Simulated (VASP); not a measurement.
# BN (P1) in VASP: single point with PBE+D3(BJ)

Aim: the single point of BN with PBE+D3(BJ).

Everything below comes from runs of VASP 6.6.1. Logs are shortened: lines on timing, memory, paths and dates and some standing lists are left out, and cuts for length are marked.

## 1. The cell of the first run

The typed cell holds 16 atoms: a = 4.927 Å, b = 4.927 Å, c = 6.567 Å, α = 90.00°, β = 90.00°, γ = 120.00°.

## 2. Single point, PBE+D3(BJ) (dynamics (npt langevin) at 200 K, volume x 1.0, from the last frame before)

Input file INCAR:

```
ALGO = Normal ; EDIFF = 1E-6
ENCUT = 520 ; GGA = PE
ISIF = 2 ; ISMEAR = -1
IVDW = 12 ; LASPH = T
LCHARG = T ; LELF = T
LREAL = Auto ; LVHAR = T
LWAVE = F ; NBANDS = 46
NELM = 80 ; PREC = Accurate
SIGMA = 0.02
```

Input file KPOINTS:

```
Automatic mesh
0
Gamma
  2 2 2
  0.5 0.5 0.5
```

Input file POSCAR:

```
BN
1.0
    2.4636710000     -4.2672040000      0.0000000000
   -4.9273420000      0.0000000000      0.0000000000
    0.0000000000      0.0000000000     -6.5665220000
B N
8 8
Direct
    0.5296294717      0.4396690488      0.5129648541
    0.0360242913      0.4383095393      0.4994905979
    0.5343960589     -0.0600522406      0.5158810098
    0.0338249589     -0.0615383364      0.5016943520
    0.1776116164      0.2385354190      0.0108017608
    0.6634993312      0.2172004827      0.0189630066
    0.1632933415      0.7386073607      0.0196024623
    0.6680102475      0.7271079366      0.0165312779
    0.5034915134      0.3911420073      0.0134208033
   -0.0048547011      0.3994986777      0.0253170552
    0.4950232049     -0.1136449806      0.0116302055
   -0.0036082175     -0.0981777723      0.0072006155
    0.3674328670      0.1113703289      0.5190883393
    0.8617417869      0.1023960281      0.5104437326
    0.3682146436      0.6124136987      0.5027640203
    0.8644927686      0.6038518868      0.5018371978
```

Potentials or basis: VASP PAW PBE potentials, release 64 (B, N).

Started as:

```bash
$ cat potpaw_PBE.64/B/POTCAR potpaw_PBE.64/N/POTCAR > POTCAR
$ mpirun -np 1 vasp_std > vasp.out
```

OUTCAR:

```text
EDIFF = 1E-6
   ENCUT = 520
   GGA = PE
   ISIF = 2
   ISMEAR = -1
   IVDW = 12
   LASPH = T
   LREAL = Auto
   NELM = 80
   PREC = Accurate
 IVDW          = 12

 ion  position               nearest neighbor table
   1  0.530  0.440  0.513-  13 1.40  15 1.43  16 1.43
   2  0.036  0.438  0.499-  15 1.42  14 1.44  16 1.44
   3  0.534  0.940  0.516-  14 1.40  15 1.40  13 1.44
   4  0.034  0.938  0.502-  16 1.43  13 1.43  14 1.44
   5  0.178  0.239  0.011-   9 1.39  12 1.44  10 1.47
   6  0.663  0.217  0.019-  11 1.41  10 1.42   9 1.43
[... 8 lines left out ...]
  15  0.368  0.612  0.503-   3 1.40   2 1.42   1 1.43
  16  0.864  0.604  0.502-   4 1.43   1 1.43   2 1.44

  LATTYP: Found a hexagonal cell.
 ALAT       =     4.9273425671
 C/A-ratio  =     1.3326700773

  Lattice vectors:

 A1 = (   2.4636710000,  -4.2672040000,   0.0000000000)
 A2 = (  -4.9273420000,   0.0000000000,   0.0000000000)
 A3 = (   0.0000000000,   0.0000000000,  -6.5665220000)

Analysis of symmetry for initial positions (statically):
=====================================================================
 Subroutine PRICEL returns:
 Original cell was already a primitive cell.

 Routine SETGRP: Setting up the symmetry group for a
 hexagonal supercell.

 Subroutine GETGRP returns: Found  1 space group operations
 (whereof  1 operations were pure point group operations)
 out of a pool of 24 trial point group operations.

The static configuration has the point symmetry C_1 .

Analysis of symmetry for dynamics (positions and initial velocities):
=====================================================================
 Subroutine PRICEL returns:
 Original cell was already a primitive cell.

 Routine SETGRP: Setting up the symmetry group for a
 hexagonal supercell.

 Subroutine GETGRP returns: Found  1 space group operations
 (whereof  1 operations were pure point group operations)
 out of a pool of 24 trial point group operations.

The dynamic configuration has the point symmetry C_1 .

 Subroutine INISYM returns: Found  1 space group operations
 (whereof  1 operations are pure point group operations),
 and found     1 'primitive' translations

----------------------------------------------------------------------------------------

                                     Primitive cell

  volume of cell :     138.0675

  direct lattice vectors                    reciprocal lattice vectors
     2.463671000 -4.267204000  0.000000000     0.000000000 -0.234345487  0.000000000
    -4.927342000  0.000000000  0.000000000    -0.202949176 -0.117172744  0.000000000
     0.000000000  0.000000000 -6.566522000     0.000000000  0.000000000 -0.152287619

  length of vectors
     4.927342567  4.927342000  6.566522000     0.234345487  0.234345514  0.152287619

  position of ions in fractional coordinates (direct lattice)
     0.529629472  0.439669049  0.512964854
     0.036024291  0.438309539  0.499490598
     0.534396059  0.939947759  0.515881010
     0.033824959  0.938461664  0.501694352
     0.177611616  0.238535419  0.010801761
     0.663499331  0.217200483  0.018963007
[... 8 lines left out ...]
     0.368214644  0.612413699  0.502764020
     0.864492769  0.603851887  0.501837198

  ion indices of the primitive-cell ions
   primitive index   ion index
                 1           1
                 2           2
                 3           3
                 4           4
                 5           5
                 6           6
[... 8 lines left out ...]
                15          15
                16          16

----------------------------------------------------------------------------------------

 KPOINTS: Automatic mesh

Automatic generation of k-mesh.
 Grid dimensions read from file:
 generate k-points for:    2    2    2

 Generating k-lattice:

  Cartesian coordinates                     Fractional coordinates (reciprocal lattice)
     0.000000000 -0.117172744  0.000000000     0.500000000  0.000000000  0.000000000
    -0.101474588 -0.058586372  0.000000000    -0.000000000  0.500000000  0.000000000
     0.000000000  0.000000000 -0.076143809     0.000000000  0.000000000  0.500000000

  Length of vectors
     0.117172744  0.117172757  0.076143809

  Shift w.r.t. Gamma in fractional coordinates (k-lattice)
     0.500000000  0.500000000  0.500000000

 Subroutine IBZKPT returns following result:
 ===========================================

 Found     12 irreducible k-points:

 Following reciprocal coordinates:
            Coordinates               Weight
  0.250000  0.250000  0.250000      2.000000
 -0.250000  0.500000  0.250000      2.000000
  0.500000  0.250000  0.250000      2.000000
 -0.250000 -0.250000  0.250000      2.000000
  0.250000  0.500000  0.250000      2.000000
  0.500000 -0.250000  0.250000      2.000000
 -0.250000  0.250000  0.250000      2.000000
 -0.250000  0.000000  0.250000      2.000000
  0.000000 -0.250000  0.250000      2.000000
  0.250000 -0.250000  0.250000      2.000000
  0.250000  0.000000  0.250000      2.000000
 -0.000000  0.250000  0.250000      2.000000
   k-points           NKPTS =     12   k-points in BZ     NKDIM =     12   number of bands    NBANDS=     46
   number of dos      NEDOS =    301   number of ions     NIONS =     16
   total plane-waves  NPLWV =  80000
   dimension x,y,z NGX =    40 NGY =   40 NGZ =   50
   dimension x,y,z NGXF=    80 NGYF=   80 NGZF=  100
   ions per type =               8   8
   NGX,Y,Z   is equivalent  to a cutoff of  13.50, 13.50, 12.66 a.u.
   NGXF,Y,Z  is equivalent  to a cutoff of  26.99, 26.99, 25.32 a.u.
 SYSTEM =  unknown system
   PREC   = accura    normal or accurate (medium, high low for compatibility)
   ISTART =      0    job   : 0-new  1-cont  2-samecut
   ICHARG =      2    charge: 1-file 2-atom 10-const
   ISPIN  =      1    spin polarized calculation?
   LNONCOLLINEAR =      F non collinear calculations
   LSORBIT =      F    spin-orbit coupling
   LASPH  =      T    aspherical Exc in radial PAW
   ENCUT  =  520.0 eV  38.22 Ry    6.18 a.u.   9.16  9.16 12.21*2*pi/ulx,y,z
   NELM   =     80;   NELMIN=  2; NELMDL= -5     # of ELM steps
   EDIFF  = 0.1E-05   stopping-criterion for ELM
   LREAL  =      T    real-space projection
   EDIFFG = 0.1E-04   stopping-criterion for IOM
   NSW    =      0    number of steps for IOM
   IBRION =     -1    ionic relax: 0-MD 1-quasi-New 2-CG
   NFREE  =      0    steps in history (QN), initial steepest desc. (CG)
   ISIF   =      2    stress and relaxation
   ISYM   =      2    0-nonsym 1-usesym 2-fastsym
   POTIM  = 0.5000    time-step for ionic-motion
   TEBEG  =    0.0;   TEEND  =   0.0 temperature during run
   PSTRESS=    0.0 pullay stress
   NELECT =      64.0000    total number of electrons
   NUPDOWN=      -1.0000    fix difference up-down
   EMIN   =  10.00;   EMAX   =-10.00  energy-range for DOS
   EFERMI =   0.00;   METHOD = LEGACY
   ISMEAR =    -1;   SIGMA  =   0.02  broadening in eV -4-tet -1-fermi 0-gaus
   EFERMI_NEDOS =   21; number of points for ismear=-14 and -15
   IALGO  =     38    algorithm
   IMIX   =      4    mixing-type and parameters
     AMIX     =   0.40;   BMIX     =  1.00
     AMIX_MAG =   1.60;   BMIX_MAG =  1.00
  volume/ion in A,a.u.               =       8.63        58.23
  Fermi-wavevector in a.u.,A,eV,Ry     =   1.266984  2.394252 21.840716  1.605247
  Thomas-Fermi vector in A             =   2.400156
   LORBIT       =      0    0 simple, 1 ext, 2 COOP (PROOUT), +10 PAW based schemes
   GGA     = PE    functional components
   LHFCALC =     F    Hartree Fock is set to
   AEXX    =    0.0000 exact exchange contribution
   IVDW    =    12    specifies the selected vdW correction
   LEPSILON=     F    determine dielectric tensor
   LRPA    =     F    only Hartree local field effects (RPA)
 non-spin polarized calculation
  energy-cutoff  :      520.00
  volume of cell :      138.07
 maximum number of plane-waves:      3725
 NGX is ok and might be reduce to    40
   NGX = 19   NGY = 19   NGZ = 25

 number of electron      63.9999999 magnetization

 Free energy of the ion-electron system (eV)
  ---------------------------------------------------
  ext. energy  EPLUGINS =         0.00000000
  ---------------------------------------------------
  free energy    TOTEN  =      -139.90360002 eV

  energy without entropy =     -139.90360002  energy(sigma->0) =     -139.90360002

 E-fermi :   3.0552     XC(G=0): -10.2582

 val. band max:        2.5961104243   @ k =   0.2500   0.5000   0.2500
 cond. band min:       7.1046578948   @ k =   0.2500   0.5000   0.2500
 fundamental gap:      4.5085474705
 Fermi energy:         3.0552362818

 k-point     1 :       0.2500    0.2500    0.2500
  band No.  band energies     occupation
      1     -14.5897      2.00000
      2     -14.3528      2.00000
      3     -13.5449      2.00000
      4     -13.4200      2.00000
      5     -13.2694      2.00000
      6     -13.1981      2.00000
[... 36 lines left out ...]
     43      13.4637      0.00000
     44      14.3325      0.00000

 k-point     2 :      -0.2500    0.5000    0.2500
  band No.  band energies     occupation
      1     -14.5843      2.00000
      2     -14.3481      2.00000
      3     -13.5573      2.00000
      4     -13.3711      2.00000
      5     -13.3252      2.00000
      6     -13.1742      2.00000
[... 36 lines left out ...]
     43      13.4201      0.00000
     44      14.3536      0.00000

 k-point     3 :       0.5000    0.2500    0.2500
  band No.  band energies     occupation
      1     -14.5890      2.00000
      2     -14.3494      2.00000
      3     -13.5505      2.00000
      4     -13.3834      2.00000
      5     -13.2840      2.00000
      6     -13.2140      2.00000
[... 36 lines left out ...]
     43      13.4794      0.00000
     44      14.3407      0.00000

 k-point     4 :      -0.2500   -0.2500    0.2500
  band No.  band energies     occupation
      1     -14.5895      2.00000
      2     -14.3531      2.00000
      3     -13.5445      2.00000
      4     -13.4206      2.00000
      5     -13.2689      2.00000
      6     -13.1982      2.00000
[... 318 lines left out ...]
     43      13.4408      0.00000
     44      13.5816      0.00000

 k-point    11 :       0.2500    0.0000    0.2500
  band No.  band energies     occupation
      1     -15.1902      2.00000
      2     -14.9405      2.00000
      3     -13.0379      2.00000
      4     -12.8331      2.00000
      5     -12.4026      2.00000
      6     -12.2213      2.00000
[... 36 lines left out ...]
     43      13.4175      0.00000
     44      13.5629      0.00000

 k-point    12 :      -0.0000    0.2500    0.2500
  band No.  band energies     occupation
      1     -15.1887      2.00000
      2     -14.9401      2.00000
      3     -13.0212      2.00000
      4     -12.8467      2.00000
      5     -12.3873      2.00000
      6     -12.1740      2.00000
[... 36 lines left out ...]
     43      13.4449      0.00000
     44      13.6147      0.00000
 [bands above 44 left out]

------------------------ aborting loop because EDIFF is reached ----------------------------------------

 Edisp (eV)   -2.36590

 E8    (eV) :    -0.6942

  FORCE on cell =-STRESS in cart. coord.  units (eV):
  Direction    XX          YY          ZZ          XY          YZ          ZX
  --------------------------------------------------------------------------------------
  -------------------------------------------------------------------------------------
  Total      15.99349    18.58621    -0.20511     0.67208     0.10800    -0.15058
  in kB     185.59331   215.68004    -2.38018     7.79901     1.25332    -1.74735
  external pressure =      132.96 kB  Pullay stress =        0.00 kB

 VOLUME and BASIS-vectors are now :
 -----------------------------------------------------------------------------
  energy-cutoff  :      520.00
  volume of cell :      138.07
      direct lattice vectors                 reciprocal lattice vectors
     2.463671000 -4.267204000  0.000000000     0.000000000 -0.234345487  0.000000000
    -4.927342000  0.000000000  0.000000000    -0.202949176 -0.117172744  0.000000000
     0.000000000  0.000000000 -6.566522000     0.000000000  0.000000000 -0.152287619

 POSITION                                       TOTAL-FORCE (eV/Angst)
 -----------------------------------------------------------------------------------
     -0.86157     -2.26004     -3.36839        -0.429466     -0.871004      0.449928
     -2.07095     -0.15372     -3.27992        -0.514287      0.950914     -0.535895
     -3.31487     -2.28038     -3.38754        -1.161759      0.556454      0.388130
     -4.54079     -0.14434     -3.29439        -0.108722      0.345513     -0.783278
     -0.73777     -0.75790     -0.07093        -0.769623      2.379899     -0.367100
      0.56442     -2.83129     -0.12452        -0.864990     -0.575313      0.252087
[... 8 lines left out ...]
     -2.11041     -1.57125     -3.30141         1.184462      0.543203     -0.238836
     -0.84556     -3.68897     -3.29532         0.055009     -0.392100      0.030466
 -----------------------------------------------------------------------------------
    total drift:                                0.004024     -0.004975     -0.000613

  FREE ENERGIE OF THE ION-ELECTRON SYSTEM (eV)
  ---------------------------------------------------
  free  energy   TOTEN  =      -142.2695004611 eV

  energy  without entropy=     -142.2695004611  energy(sigma->0) =     -142.26950046
```

Wall time 2.8 min (1 thread of Intel Xeon 6975P-C, shared host); peak memory 0.29 GiB.

Results:

```yaml
Free_energy: -142.2695 eV
Pressure: 13.3 GPa
Largest_force: 2.528 eV/Å
Band_gap_on_the_k_mesh: 4.51 eV
Dispersion_energy_per_atom: -0.148 eV
```

Forces in eV/Å, atoms in the order of the input:
```
B   -0.429 -0.871  0.450
B   -0.514  0.951 -0.536
B   -1.162  0.556  0.388
B   -0.109  0.346 -0.783
B   -0.770  2.380 -0.367
B   -0.865 -0.575  0.252
B    1.745  0.570  0.439
B    0.237  0.697  0.378
N   -0.600 -0.432 -0.135
N    0.890 -1.432  0.254
N   -0.627 -0.131 -0.348
N   -0.081 -1.139 -0.344
N    1.134  0.555  0.286
N   -0.089 -1.626  0.275
N    1.184  0.543 -0.239
N    0.055 -0.392  0.030
```

Caveat: the k points lie up to 0.74 Å⁻¹ apart; forces of over 1 eV/Å act on the atoms, so gaps and moduli don't describe the material at rest.
